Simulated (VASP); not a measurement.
Wanted: the native input for a VASP 6.6.1 run.

- Task: relaxation of cell and atoms
- Functional: PBE
- Dispersion: D4
- Potentials or basis: VASP PAW PBE potentials, release 64 (Na_pv)
- Cutoff: 600 eV
- k mesh: 9 × 9 × 9
- Occupations: fermi-dirac, width 0.05 eV
- Spin: no spin polarisation
- Dipole correction: no
- Further INCAR settings: ALGO = Fast; EDIFF = 1e-06; IBRION = 2; EDIFFG = -0.01; NSW = 60; ISIF = 3

The structure of Na lies in POSCAR:

```
Na
1.0
   -2.1410000000      2.1410000000      2.1410000000
    2.1410000000     -2.1410000000      2.1410000000
    2.1410000000      2.1410000000     -2.1410000000
Na
1
Direct
    0.0000000000      0.0000000000      0.0000000000
```

The input as run:

INCAR

```
SYSTEM = Na
PREC = Accurate
ENCUT = 600
EDIFF = 1E-6
ISMEAR = -1
SIGMA = 0.05
LREAL = .FALSE.
LASPH = .TRUE.
NELM = 80
ALGO = Fast
ISIF = 3
LWAVE = .FALSE.
LCHARG = .FALSE.
GGA = PE
IVDW = 13
IBRION = 2
NSW = 60
EDIFFG = -0.01
```

KPOINTS

```
Automatic mesh
0
G
  9 9 9
  0 0 0
```

Potentials or basis: VASP PAW PBE potentials, release 64 (Na_pv).

Command:

```bash
$ cat potpaw_PBE.64/Na_pv/POTCAR > POTCAR
$ mpirun -np 1 vasp_std > vasp.out
```

Results of the run:

- Relaxed volume: 36.57 Å³/atom
- Relaxed cell: a = 3.622 Å, b = 3.622 Å, c = 3.622 Å, α = 109.47°, β = 109.47°, γ = 109.47°
- Space group after relaxing (to 0.05 Å): Im-3m (No. 229)
- Energy gained by relaxing: 4.2 meV/atom
- Ionic steps: 7
- Pressure after relaxing: 0.0 GPa
- Dispersion energy per atom: -0.014 eV

Caveat: pairwise dispersion overbinds metals, which lowers pressure and volume.

Run time: 45 s on 1 thread of AMD EPYC 7R13 Processor (Zen 3), with other jobs on the host, peak memory 0.13 GiB.
